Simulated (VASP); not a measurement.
Write the native input for VASP 6.6.1 that does the following.

```
Task                   : relaxation of cell and atoms
Functional             : PBE
Potentials or basis    : VASP PAW PBE potentials, release 64 (Cr_pv, B)
Cutoff                 : 600 eV
k mesh                 : 12 × 12 × 12
Occupations            : gaussian, width 0.1 eV
Spin                   : no spin polarisation
Dipole correction      : no
Further INCAR settings : ALGO = Normal; EDIFF = 1e-07; IBRION = 2; EDIFFG = -0.01; NSW = 100; ISIF = 3
```

The structure of CrB5 lies in POSCAR:

```
CrB5
1.0
    0.0000000000      2.7034850031      2.7034850031
    2.7034850031      0.0000000000      2.7034850031
    2.7034850031      2.7034850031      0.0000000000
Cr B
1 5
Direct
    0.0000000000      0.0000000000      0.0000000000
    0.7500000000      0.7500000000      0.7500000000
    0.3753991765      0.3753991765      0.8738024706
    0.3753991765      0.8738024706      0.3753991765
    0.8738024706      0.3753991765      0.3753991765
    0.3753991765      0.3753991765      0.3753991765
```

The cell was generated, and may not be a known phase.

One way to write it, as run:

INCAR

```
SYSTEM = CrB5
PREC = Accurate
ENCUT = 600
EDIFF = 1E-7
ISMEAR = 0
SIGMA = 0.1
LREAL = .False.
LASPH = .True.
NELM = 80
ALGO = Normal
ISIF = 3
LWAVE = .False.
LCHARG = .False.
GGA = PE
IBRION = 2
NSW = 100
EDIFFG = -0.01
```

KPOINTS

```
Automatic mesh
0
Gamma
  12 12 12
  0 0 0
```

Potentials or basis: VASP PAW PBE potentials, release 64 (Cr_pv, B).

Run with:

```sh
$ cat potpaw_PBE.64/Cr_pv/POTCAR potpaw_PBE.64/B/POTCAR > POTCAR
$ mpirun -np 1 vasp_std > vasp.out
```

It gave:

```
Relaxed volume                        : 6.57 Å³/atom
Relaxed cell                          : a = 3.821 Å, b = 3.821 Å, c = 3.821 Å, α = 60.00°, β = 60.00°, γ = 60.00°
Space group after relaxing (to 0.1 Å) : F-43m (No. 216)
Energy gained by relaxing             : 0.0 meV/atom
Ionic steps                           : 3
Pressure after relaxing               : 0.0 GPa
Band gap on the k mesh                : zero (an odd number of electrons rules out a gap without spin polarisation)
```

Caveat: the run has no spin polarisation, though such a crystal can be magnetic.

Wall time 3 min on 1 thread of Intel Xeon 8259CL (shared host), peak memory 0.22 GiB.
